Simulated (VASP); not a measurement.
Write the native input for VASP 6.6.1 that does the following.

```yaml
Task: single point
Functional: PBE
Dispersion: D3(BJ)
Potentials_or_basis: VASP PAW PBE potentials, release 64 (Ir, O)
Cutoff: 520 eV
k_mesh: 5 × 5 × 1
Occupations: gaussian, width 0.1 eV
Spin: no spin polarisation
Dipole_correction: yes
Further_INCAR_settings: ALGO = Normal; EDIFF = 1e-06; NBANDS = 69
```

The structure of Ir12O lies in POSCAR:

```
Ir12O
1.0
    5.4309029918      0.0000000000      0.0000000000
    0.0000000000      5.4309029918      0.0000000000
    0.0000000000      0.0000000000     21.0013955423
Ir O
12 1
Direct
    0.2500000000      0.2500000000      0.1904635333
    0.2500000000      0.7500000000      0.1904635333
    0.7500000000      0.2500000000      0.1904635333
    0.7500000000      0.7500000000      0.1904635333
    0.0000000000      0.0000000000      0.2785823619
    0.0000000000      0.5000000000      0.2785823619
    0.5000000000      0.0000000000      0.2785823619
    0.5000000000      0.5000000000      0.2785823619
    0.2500000000      0.2500000000      0.3667087517
    0.2500000000      0.7500000000      0.3667087517
    0.7500000000      0.2500000000      0.3667087517
    0.7500000000      0.7500000000      0.3667087517
    0.3333333333      0.4166666667      0.4857484600
```

These files were run (other wordings do the same):

INCAR

```
PREC = Accurate
ENCUT = 520
EDIFF = 1E-6
ISMEAR = 0
SIGMA = 0.1
LREAL = False
LASPH = True
NELM = 100
ALGO = Normal
ISIF = 2
LWAVE = False
LCHARG = False
LDIPOL = True
IDIPOL = 3
DIPOL = 0.5 0.5 0.295
GGA = PE
IVDW = 12
NBANDS = 69
```

KPOINTS

```
Automatic mesh
0
Gamma
  5 5 1
```

Potentials or basis: VASP PAW PBE potentials, release 64 (Ir, O).

Run with:

```console
$ cat potpaw_PBE.64/Ir/POTCAR potpaw_PBE.64/O/POTCAR > POTCAR
$ mpirun -np 1 vasp_std > vasp.out
```

It gave:

```
Largest force              : 3.408 eV/Å
Band gap on the k mesh     : zero (bands 57 and 58 overlap by 1.13 eV)
Dispersion energy per atom : -0.424 eV
```

Caveat: spin-orbit coupling is left out, which moves the levels of the heavy elements.

Wall time 21 min on 1 thread of Intel(R) Xeon(R) 6975P-C (Granite Rapids) (shared host), peak memory 0.77 GiB.
